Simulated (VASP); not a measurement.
Write the native input for VASP 6.6.1 that does the following.

* Task: single point
* Functional: PBEsol
* Potentials or basis: VASP PAW PBE potentials, release 64 (Tm, O)
* Cutoff: 520 eV
* k mesh: 10 × 10 × 10
* Occupations: gaussian, width 0.05 eV
* Spin: collinear spin, ferromagnetic start
* Starting moments: [1.24, 1.24, 0.0] μB
* Dipole correction: no
* Further INCAR settings: ALGO = Normal; EDIFF = 1e-07; NBANDS = 37

The structure of Tm2O lies in POSCAR:

```
Tm2O
1.0
    0.0000000000      2.9476219110      2.9476219110
    2.9476219110      0.0000000000      2.9476219110
    2.9476219110      2.9476219110      0.0000000000
Tm O
2 1
Direct
    0.2500000000      0.2500000000      0.2500000000
    0.7500000000      0.7500000000      0.7500000000
    0.0000000000      0.0000000000      0.0000000000
```

These files were run (other wordings do the same):

INCAR

```
SYSTEM = Tm2O
PREC     = Accurate       ! precision mode
ENCUT    = 520            ! plane-wave cutoff, eV
EDIFF    = 1E-7           ! SCF threshold, eV
ISMEAR   = 0              ! smearing method
SIGMA    = 0.05           ! smearing width, eV
LREAL    = .FALSE.        ! projectors in reciprocal space
LASPH    = .TRUE.         ! aspherical terms in the spheres
NELM     = 150            ! most SCF steps
ALGO     = Normal         ! electronic algorithm
ISIF     = 2              ! what is computed and relaxed
LWAVE    = .FALSE.        ! write WAVECAR
LCHARG   = .TRUE.         ! write CHGCAR
ISPIN    = 2              ! spin polarisation
MAGMOM   = 1.24 1.24 0    ! initial moments
LORBIT   = 11             ! projections on sites
LMAXMIX  = 6              ! l up to which the mixer works
GGA      = PS             ! functional
LELF     = .TRUE.         ! ELF
LVHAR    = .TRUE.       
NBANDS   = 37             ! bands
```

KPOINTS

```
regular mesh
0
G
  10 10 10
  0 0 0
```

Potentials or basis: VASP PAW PBE potentials, release 64 (Tm, O).

Command:

```sh
$ cat potpaw_PBE.64/Tm/POTCAR potpaw_PBE.64/O/POTCAR > POTCAR
$ mpirun -np 1 vasp_std > vasp.out
```

Results of the run:

| Quantity | Value |
| --- | --- |
| Pressure | -0.2 GPa |
| Net moment | 2.23 μB per cell |
| Site moments | Tm +1.10; O +0.02 μB |
| Valence electrons inside the program's atomic spheres | Tm 21.29; O 4.92 |

Caveat: the magnetic or orbital state may not be the lowest; the PAW data sets were made with another functional, which shifts forces and pressure a little.

It took 9 min on 1 thread of Intel(R) Xeon(R) Platinum 8259CL CPU @ 2.50GHz (Skylake/Cascade Lake) (shared host), peak memory 0.3 GiB.
